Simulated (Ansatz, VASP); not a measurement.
GaAs in VASP and in Ansatz

The input INCAR:

```
SYSTEM = GaAs
PREC = Accurate ; ENCUT = 500
EDIFF = 1E-6 ; ISMEAR = -1
SIGMA = 0.008617333262145177 ; LREAL = .False.
LASPH = .True. ; NELM = 120
ALGO = Normal ; ISIF = 2
LWAVE = .False. ; LCHARG = .False.
GGA = PE ; NBANDS = 16
GGA_COMPAT = .False.
```

Contents of KPOINTS:

```
regular mesh
0
Gamma
  4 4 4
  0 0 0
```

Contents of POSCAR:

```
GaAs
1.0
    0.0000000000      2.8750910496      2.8750910496
    2.8750910496      0.0000000000      2.8750910496
    2.8750910496      2.8750910496      0.0000000000
Ga As
1 1
Direct
    0.0000000000      0.0000000000      0.0000000000
    0.2500000000      0.2500000000      0.2500000000
```

Input for Ansatz:

```yaml
crystal:
  lattice:
    - [0.0, 2.8750910496, 2.8750910496]
    - [2.8750910496, 0.0, 2.8750910496]
    - [2.8750910496, 2.8750910496, 0.0]
  atoms:
    - { symbol: Ga, position: [0.0, 0.0, 0.0] }
    - { symbol: As, position: [0.25, 0.25, 0.25] }
basis:
  ecutwfc: 420
  precision: f64
kpoints:
  mp_grid: { grid: [4, 4, 4] }
hamiltonian:
  xc: pbe
scf:
  occupations: { method: fermi_dirac, width: "100 K" }
  n_extra_bands: 8
output:
  forces: true
  stress: true
  eigenvalues: true
```

Alike in both runs: task single point; functional PBE; k mesh 4 × 4 × 4; no spin polarisation.

|  | VASP | Ansatz |
| --- | --- | --- |
| version | VASP 6.6.1 | Ansatz 0.2.0 |
| potentials or method | VASP PAW PBE potentials, release 64 (Ga_d, As), cutoff 500 eV | scalar-relativistic, plane waves, PAW |
| occupations | fermi-dirac, width 0.00861733 eV | fermi-dirac |
| valence electrons in the cell | 18 | 28 |

Ansatz gave:

```
gap on the k mesh at the Fermi level (eV) : 0.13
least direct gap on the mesh (eV)         : 0.13
pressure (GPa)                            : 0.0
```

**Question.** Estimate VASP's values.

**Answer.** gap on the k mesh at the Fermi level (eV): 0.13; least direct gap on the mesh (eV): 0.13; pressure (GPa): 0.1.

VASP's potentials hold 18 valence electrons a cell and Ansatz's 28, so a difference there can come from the potentials and not from the codes.

The k mesh is coarse, so the values compare programs but aren't converged.
